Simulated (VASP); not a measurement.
# Fe (P6/mmm) in VASP: further runs

The runs below take Fe through single point, with PBE.

Everything below comes from runs of VASP 6.6.1. Logs are shortened: lines on timing, memory, paths and dates and some standing lists are left out, and cuts for length are marked.

## Step 1: The cell of the first run

The structure is hexagonal, space group P6/mmm (No. 191). Conventional cell: a = 4.341 Å, b = 4.341 Å, c = 2.470 Å, α = 90.00°, β = 90.00°, γ = 120.00°. Within 3.3 Å of Fe (site symmetry 6/mmm) lie 14 Fe at 2.47 to 2.79 Å. Fe (site symmetry -6m2) has 11 Fe at 2.47 to 2.79 Å within 3.3 Å.

This isn't the form of Fe at room conditions, which is bcc.

## Step 2: Single point, PBE, collinear spin, ferromagnetic start (13.44 Å³/atom)

File INCAR:

```
PREC = Accurate
ENCUT = 520
EDIFF = 1E-6
ISMEAR = -1
SIGMA = 0.05
LREAL = F
LASPH = T
NELM = 150
ALGO = Normal
ISIF = 2
LWAVE = F
LCHARG = F
ISPIN = 2
MAGMOM = 2.589 2.429 2.429
LORBIT = 11
LMAXMIX = 4
GGA = PE
NBANDS = 23
```

File KPOINTS:

```
regular mesh
0
Gamma
  10 10 15
```

File POSCAR:

```
Fe
1.0
    4.3411223361      0.0000000000      0.0000000000
   -2.1705611680      3.7595222240      0.0000000000
    0.0000000000      0.0000000000      2.4702146430
Fe
3
Direct
    0.0000000000      0.0000000000      0.0000000000
    0.3333333333      0.6666666667      0.5000000000
    0.6666666667      0.3333333333      0.5000000000
```

Potentials or basis: VASP PAW PBE potentials, release 64 (Fe).

On the command line:

```bash
$ cat potpaw_PBE.64/Fe/POTCAR > POTCAR
$ mpirun -np 1 vasp_std > vasp.out
```

OUTCAR:

```text
PREC = Accurate
   ENCUT = 520
   EDIFF = 1E-6
   ISMEAR = -1
   LREAL = F
   LASPH = T
   NELM = 150
   ISIF = 2
   ISPIN = 2
   LORBIT = 11
   GGA = PE

 ion  position               nearest neighbor table
   1  0.000  0.000  0.000-   2 2.79   3 2.79   2 2.79   3 2.79   2 2.79   2 2.79   3 2.79   3 2.79
                             3 2.79   3 2.79   2 2.79   2 2.79
   2  0.333  0.667  0.500-   3 2.51   3 2.51   3 2.51   1 2.79   1 2.79   1 2.79   1 2.79   1 2.79
                             1 2.79
   3  0.667  0.333  0.500-   2 2.51   2 2.51   2 2.51   1 2.79   1 2.79   1 2.79   1 2.79   1 2.79
                             1 2.79

  LATTYP: Found a hexagonal cell.
 ALAT       =     4.3411223361
 C/A-ratio  =     0.5690267290

  Lattice vectors:

 A1 = (   4.3411223361,   0.0000000000,   0.0000000000)
 A2 = (  -2.1705611680,   3.7595222240,   0.0000000000)
 A3 = (   0.0000000000,   0.0000000000,   2.4702146430)

Analysis of symmetry for initial positions (statically):
=====================================================================
 Subroutine PRICEL returns:
 Original cell was already a primitive cell.

 Routine SETGRP: Setting up the symmetry group for a
 hexagonal supercell.

 Subroutine GETGRP returns: Found 24 space group operations
 (whereof 24 operations were pure point group operations)
 out of a pool of 24 trial point group operations.

The static configuration has the point symmetry D_6h.

Analysis of symmetry for dynamics (positions and initial velocities):
=====================================================================
 Subroutine PRICEL returns:
 Original cell was already a primitive cell.

 Routine SETGRP: Setting up the symmetry group for a
 hexagonal supercell.

 Subroutine GETGRP returns: Found 24 space group operations
 (whereof 24 operations were pure point group operations)
 out of a pool of 24 trial point group operations.

The dynamic configuration has the point symmetry D_6h.

Analysis of structural, dynamic, and magnetic symmetry:
=====================================================================
 Subroutine PRICEL returns:
 Original cell was already a primitive cell.

 Routine SETGRP: Setting up the symmetry group for a
 hexagonal supercell.

 Subroutine GETGRP returns: Found 24 space group operations
 (whereof 24 operations were pure point group operations)
 out of a pool of 24 trial point group operations.

The overall configuration has the point symmetry D_6h.

 Subroutine INISYM returns: Found 24 space group operations
 (whereof 24 operations are pure point group operations),
 and found     1 'primitive' translations

----------------------------------------------------------------------------------------

                                     Primitive cell

  volume of cell :      40.3153

  direct lattice vectors                    reciprocal lattice vectors
     4.341122336  0.000000000  0.000000000     0.230355176  0.132995623  0.000000000
    -2.170561168  3.759522224  0.000000000     0.000000000  0.265991246  0.000000000
     0.000000000  0.000000000  2.470214643     0.000000000  0.000000000  0.404823120

  length of vectors
     4.341122336  4.341122336  2.470214643     0.265991246  0.265991246  0.404823120

  position of ions in fractional coordinates (direct lattice)
     0.000000000  0.000000000  0.000000000
     0.333333333  0.666666667  0.500000000
     0.666666667  0.333333333  0.500000000

  ion indices of the primitive-cell ions
   primitive index   ion index
                 1           1
                 2           2
                 3           3

----------------------------------------------------------------------------------------

 KPOINTS: regular mesh

Automatic generation of k-mesh.
 Grid dimensions read from file:
 generate k-points for:   10   10   15

 Generating k-lattice:

  Cartesian coordinates                     Fractional coordinates (reciprocal lattice)
     0.023035518  0.013299562  0.000000000     0.100000000  0.000000000  0.000000000
     0.000000000  0.026599125  0.000000000     0.000000000  0.100000000  0.000000000
     0.000000000  0.000000000  0.026988208     0.000000000  0.000000000  0.066666667

  Length of vectors
     0.026599125  0.026599125  0.026988208

  Shift w.r.t. Gamma in fractional coordinates (k-lattice)
     0.000000000  0.000000000  0.000000000

 Subroutine IBZKPT returns following result:
 ===========================================

 Found    112 irreducible k-points:

 Following reciprocal coordinates:
            Coordinates               Weight
  0.000000  0.000000  0.000000      1.000000
  0.100000  0.000000  0.000000      6.000000
  0.200000  0.000000  0.000000      6.000000
  0.300000  0.000000  0.000000      6.000000
  0.400000  0.000000  0.000000      6.000000
  0.500000 -0.000000  0.000000      3.000000
[... 16 lines left out ...]
  0.300000  0.100000  0.066667     24.000000
  0.400000  0.100000  0.066667     24.000000
 [... further k-points ...]
   k-points           NKPTS =    112   k-points in BZ     NKDIM =    112   number of bands    NBANDS=     23
   number of dos      NEDOS =    301   number of ions     NIONS =      3
   total plane-waves  NPLWV =  18432
   dimension x,y,z NGX =    32 NGY =   32 NGZ =   18
   dimension x,y,z NGXF=    64 NGYF=   64 NGZF=   36
   ions per type =               3
   NGX,Y,Z   is equivalent  to a cutoff of  12.25, 12.25, 12.11 a.u.
   NGXF,Y,Z  is equivalent  to a cutoff of  24.51, 24.51, 24.23 a.u.
 SYSTEM =  unknown system
   PREC   = accura    normal or accurate (medium, high low for compatibility)
   ISTART =      0    job   : 0-new  1-cont  2-samecut
   ICHARG =      2    charge: 1-file 2-atom 10-const
   ISPIN  =      2    spin polarized calculation?
   LNONCOLLINEAR =      F non collinear calculations
   LSORBIT =      F    spin-orbit coupling
   LASPH  =      T    aspherical Exc in radial PAW
   ENCUT  =  520.0 eV  38.22 Ry    6.18 a.u.   8.07  8.07  4.59*2*pi/ulx,y,z
   NELM   =    150;   NELMIN=  2; NELMDL= -5     # of ELM steps
   EDIFF  = 0.1E-05   stopping-criterion for ELM
   LREAL  =      F    real-space projection
   EDIFFG = 0.1E-04   stopping-criterion for IOM
   NSW    =      0    number of steps for IOM
   IBRION =     -1    ionic relax: 0-MD 1-quasi-New 2-CG
   NFREE  =      0    steps in history (QN), initial steepest desc. (CG)
   ISIF   =      2    stress and relaxation
   ISYM   =      2    0-nonsym 1-usesym 2-fastsym
   POTIM  = 0.5000    time-step for ionic-motion
   TEBEG  =    0.0;   TEEND  =   0.0 temperature during run
   PSTRESS=    0.0 pullay stress
   NELECT =      24.0000    total number of electrons
   NUPDOWN=      -1.0000    fix difference up-down
   EMIN   =  10.00;   EMAX   =-10.00  energy-range for DOS
   EFERMI =   0.00;   METHOD = LEGACY
   ISMEAR =    -1;   SIGMA  =   0.05  broadening in eV -4-tet -1-fermi 0-gaus
   EFERMI_NEDOS =   21; number of points for ismear=-14 and -15
   IALGO  =     38    algorithm
   IMIX   =      4    mixing-type and parameters
     AMIX     =   0.40;   BMIX     =  1.00
     AMIX_MAG =   1.60;   BMIX_MAG =  1.00
  volume/ion in A,a.u.               =      13.44        90.69
  Fermi-wavevector in a.u.,A,eV,Ry     =   1.377174  2.602481 25.804918  1.896608
  Thomas-Fermi vector in A             =   2.502351
   LORBIT       =     11    0 simple, 1 ext, 2 COOP (PROOUT), +10 PAW based schemes
   GGA     = PE    functional components
   LHFCALC =     F    Hartree Fock is set to
   AEXX    =    0.0000 exact exchange contribution
   IVDW    =     0    specifies the selected vdW correction
   LEPSILON=     F    determine dielectric tensor
   LRPA    =     F    only Hartree local field effects (RPA)
 spin polarized calculation
  energy-cutoff  :      520.00
  volume of cell :       40.32
 maximum number of plane-waves:      1098
   NGX = 17   NGY = 17   NGZ =  9

 number of electron      23.9999983 magnetization       8.1300376

 Free energy of the ion-electron system (eV)
  ---------------------------------------------------
  ext. energy  EPLUGINS =         0.00000000
  ---------------------------------------------------
  free energy    TOTEN  =       -23.94499829 eV

  energy without entropy =      -23.92141116  energy(sigma->0) =      -23.93320473

 E-fermi :   4.6549     XC(G=0): -12.1707

 val. band max:        4.6525497731   @ k =   0.3000   0.2000   0.4000
 cond. band min:       4.6564019654   @ k =   0.4000   0.2000   0.2667
 fundamental gap:      0.0038521923
 Fermi energy:         4.6548870855

 spin component 1

 k-point     1 :       0.0000    0.0000    0.0000
  band No.  band energies     occupation
      1      -3.2647      1.00000
      2       0.5197      1.00000
      3       1.4389      1.00000
      4       1.4389      1.00000
      5       1.4705      1.00000
      6       1.5662      1.00000
[... 15 lines left out ...]
     22      11.4875      0.00000
     23      21.0719      0.00000
[... 575 lines left out ...]
      1      -1.0123      1.00000
      2      -0.2736      1.00000
      3       0.1148      1.00000
      4       1.3039      1.00000
      5       1.4065      1.00000
      6       1.4989      1.00000
[... 15 lines left out ...]
     22      18.4762      0.00000
     23      20.2257      0.00000

 [... further k-points ...]

 spin component 2

 k-point     1 :       0.0000    0.0000    0.0000
  band No.  band energies     occupation
      1      -3.0355      1.00000
      2       2.2479      1.00000
      3       3.2324      1.00000
      4       3.2324      1.00000
      5       3.2511      1.00000
      6       3.2511      1.00000
[... 15 lines left out ...]
     22      12.6242      0.00000
     23      21.6145      0.00000
[... 575 lines left out ...]
      1      -0.6834      1.00000
      2       0.2175      1.00000
      3       1.5512      1.00000
      4       3.3294      1.00000
      5       3.5103      1.00000
      6       3.6592      1.00000
[... 15 lines left out ...]
     22      19.1800      0.00000
     23      20.6795      0.00000

 [... further k-points ...]

------------------------ aborting loop because EDIFF is reached ----------------------------------------

  FORCE on cell =-STRESS in cart. coord.  units (eV):
  Direction    XX          YY          ZZ          XY          YZ          ZX
  --------------------------------------------------------------------------------------
  -------------------------------------------------------------------------------------
  Total       -3.2717918     -3.2717918     -3.1933340     -0.0000000     -0.0000000      0.0000000
  in kB     -130.0250010   -130.0250010   -126.9069932     -0.0000000     -0.0000000      0.0000000
  external PRESSURE =    -128.9856651 kB  Pullay stress =       0.0000000 kB

 VOLUME and BASIS-vectors are now :
 -----------------------------------------------------------------------------
  energy-cutoff  :      520.00
  volume of cell :       40.32
      direct lattice vectors                 reciprocal lattice vectors
     4.341122336  0.000000000  0.000000000     0.230355176  0.132995623  0.000000000
    -2.170561168  3.759522224  0.000000000     0.000000000  0.265991246  0.000000000
     0.000000000  0.000000000  2.470214643     0.000000000  0.000000000  0.404823120

 POSITION                                       TOTAL-FORCE (eV/Angst)
 -----------------------------------------------------------------------------------
      0.00000      0.00000      0.00000         0.000000      0.000000      0.000000
     -0.00000      2.50635      1.23511         0.000000      0.000000      0.000000
      2.17056      1.25317      1.23511         0.000000     -0.000000     -0.000000
 -----------------------------------------------------------------------------------
    total drift:                               -0.000000      0.000000      0.000000

  FREE ENERGIE OF THE ION-ELECTRON SYSTEM (eV)
  ---------------------------------------------------
  free  energy   TOTEN  =       -23.9449982947 eV

  energy  without entropy=      -23.9214111637  energy(sigma->0) =      -23.93320473

 total charge

# of ion       s       p       d       tot
------------------------------------------
    1        0.421   0.414   6.108   6.943
    2        0.444   0.413   6.157   7.013
    3        0.444   0.413   6.157   7.013
--------------------------------------------------
tot          1.309   1.239  18.421  20.970

 magnetization (x)

# of ion       s       p       d       tot
------------------------------------------
    1       -0.010  -0.050   2.796   2.736
    2       -0.009  -0.033   2.762   2.720
    3       -0.009  -0.033   2.762   2.720
--------------------------------------------------
tot         -0.028  -0.116   8.319   8.175
```

It took 69 s on 1 thread of Intel Xeon 6975P-C (Granite Rapids), shared host; peak memory 0.26 GiB.

What came out:

```
Free energy                                           : -23.9450 eV
Pressure                                              : -12.9 GPa
Net moment                                            : 8.13 μB per cell
Site moments                                          : Fe +2.74, +2.72 (each value once) μB
Valence electrons inside the program's atomic spheres : Fe 6.94, 7.01 (each value once)
```

Stress tensor (GPa, compression positive):
```
-13.00   0.00   0.00
  0.00 -13.00   0.00
  0.00   0.00 -12.69
```

Caveat: the cell stands under tension.

## Step 3: Single point, PBE

This run uses another cell than the first one, of 10.42 Å³/atom.

File INCAR:

```
SYSTEM = Fe
ALGO = Normal ; EDIFF = 1E-6
ENCUT = 520 ; GGA = PE
ISIF = 2 ; ISMEAR = -1
LASPH = .TRUE. ; LCHARG = .FALSE.
LREAL = .FALSE. ; LWAVE = .FALSE.
NBANDS = 19 ; NELM = 100
PREC = Accurate ; SIGMA = 0.1
```

File KPOINTS:

```
k-points
0
G
  9 9 13
  0 0 0
```

File POSCAR:

```
Fe
1.0
    3.8588969482      0.0000000000      0.0000000000
   -1.9294484741      3.3419027877      0.0000000000
    0.0000000000      0.0000000000      2.4251153817
Fe
3
Direct
    1.0000000000      0.0000000000      0.0000000000
    0.3333333333      0.6666666667      0.5000000000
    0.6666666667      0.3333333333      0.5000000000
```

Potentials or basis: VASP PAW PBE potentials, release 64 (Fe).

On the command line:

```bash
$ cat potpaw_PBE.64/Fe/POTCAR > POTCAR
$ mpirun -np 1 vasp_std > vasp.out
```

Run time: 27 s. Hardware: 1 thread of Intel Xeon 6975P-C (Granite Rapids), shared host; peak memory 0.16 GiB.

The run converged. Its results:

* Free energy: -24.0421 eV
* Pressure: -0.5 GPa
* Band gap on the k mesh: zero (bands 12 and 13 overlap by 1.40 eV)

Stress tensor (GPa, compression positive):
```
-0.56  0.00  0.00
 0.00 -0.56  0.00
 0.00  0.00 -0.41
```

Levels at points of the mesh, in eV from the Fermi level:
| k point | band 10 | band 11 | band 12 | band 13 | band 14 | band 15 |
| --- | --- | --- | --- | --- | --- | --- |
| (0.00, 0.00, 0.00) | -1.32 | -0.85 | -0.85 | -0.77 | -0.77 | 0.95 |

Caveat: the run has no spin polarisation, though such a crystal can be magnetic. Spin polarisation is off, so any magnetic state and its effect on volume and gap are missing.

## Step 4: Single point, PBE (9.17 Å³/atom)

This run uses another cell than the first one, of 9.17 Å³/atom.

File INCAR:

```
SYSTEM = Fe
ALGO = Normal ; EDIFF = 1E-6
ENCUT = 520 ; GGA = PE
ISIF = 2 ; ISMEAR = -1
LASPH = .True. ; LCHARG = .False.
LREAL = .False. ; LWAVE = .False.
NBANDS = 19 ; NELM = 100
PREC = Accurate ; SIGMA = 0.1
```

File KPOINTS:

```
k-points
0
Gamma
  12 12 17
  0 0 0
```

File POSCAR:

```
Fe
1.0
    3.6979190928      0.0000000000      0.0000000000
   -1.8489595464      3.2024918755      0.0000000000
    0.0000000000      0.0000000000      2.3239491991
Fe
3
Direct
    1.0000000000      0.0000000000      0.0000000000
    0.3333333333      0.6666666667      0.5000000000
    0.6666666667      0.3333333333      0.5000000000
```

On the command line:

```bash
$ cat potpaw_PBE.64/Fe/POTCAR > POTCAR
$ mpirun -np 1 vasp_std > vasp.out
```

It took 40 s on 1 thread of Intel Xeon 6975P-C (Granite Rapids), shared host; peak memory 0.19 GiB.

The run converged. Its results:

```
Free energy            : -23.5783 eV
Pressure               : 45.7 GPa
Band gap on the k mesh : zero (bands 12 and 13 overlap by 1.74 eV)
```

Stress tensor (GPa, compression positive):
```
47.17  0.00  0.00
 0.00 47.17  0.00
 0.00  0.00 42.85
```

Levels at points of the mesh, in eV from the Fermi level:
```
           k point  band 10  band 11  band 12  band 13  band 14  band 15
(0.00, 0.00, 0.00)    -1.60    -1.04    -1.04    -0.95    -0.95     1.15
(0.50, 0.00, 0.00)    -0.87    -0.80     0.31     0.56     0.60     0.60
```

Caveat: the cell stands under pressure; the run has no spin polarisation, though such a crystal can be magnetic.

## Step 5: Summary

| spin | cell | k mesh | smearing | gap on the mesh (eV) | pressure (GPa) |
| --- | --- | --- | --- | --- | --- |
| collinear, ferromagnetic start | a = 4.341, b = 4.341, c = 2.470 Å, angles 90.0, 90.0, 120.0°, 3 atoms | 10 × 10 × 15 | fermi-dirac 0.05 eV | none | -12.9 |
| off | a = 3.859, b = 3.859, c = 2.425 Å, angles 90.0, 90.0, 120.0°, 3 atoms | 9 × 9 × 13 | fermi-dirac 0.1 eV | none | -0.5 |
| off | a = 3.698, b = 3.698, c = 2.324 Å, angles 90.0, 90.0, 120.0°, 3 atoms | 12 × 12 × 17 | fermi-dirac 0.1 eV | none | 45.7 |

Alike in all rows: task single point; level PBE; potentials or basis VASP PAW PBE potentials, release 64 (Fe); cutoff (eV) 520.

Caveats: the cell stands under tension (at least some runs); the cell stands under pressure (at least some runs).

Total energies depend on the potentials used, so only differences within one code and one set of settings carry meaning.
